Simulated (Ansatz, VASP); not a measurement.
**KF: VASP beside Ansatz**

```xyz
2
Lattice="0.0000 2.5109 2.5109 2.5109 0.0000 2.5109 2.5109 2.5109 0.0000" Properties=species:S:1:pos:R:3 pbc="T T T"
K     0.0000    0.0000    0.0000
F     2.5109    2.5109    2.5109
```

Alike in both runs: task single point; functional LDA; k mesh 8 × 8 × 8; occupations gaussian, width 0.05 eV; no spin polarisation.

```csv
,VASP,Ansatz
version,VASP 6.6.1,Ansatz 0.2.0
potentials or method,"VASP PAW LDA potentials, release 64 (K_sv, F), cutoff 520 eV","scalar-relativistic, plane waves, PAW"
valence electrons in the cell,16,16
```

```csv
,VASP,Ansatz,Ansatz less VASP
gap on the k mesh at the Fermi level (eV),6.83,6.85,+0.020
least direct gap on the mesh (eV),6.85,6.87,+0.022
pressure (GPa),4.9,4.4,-0.42
```

LDA's correlation is that of Perdew and Zunger in VASP and of Perdew and Wang (1992) in Ansatz.
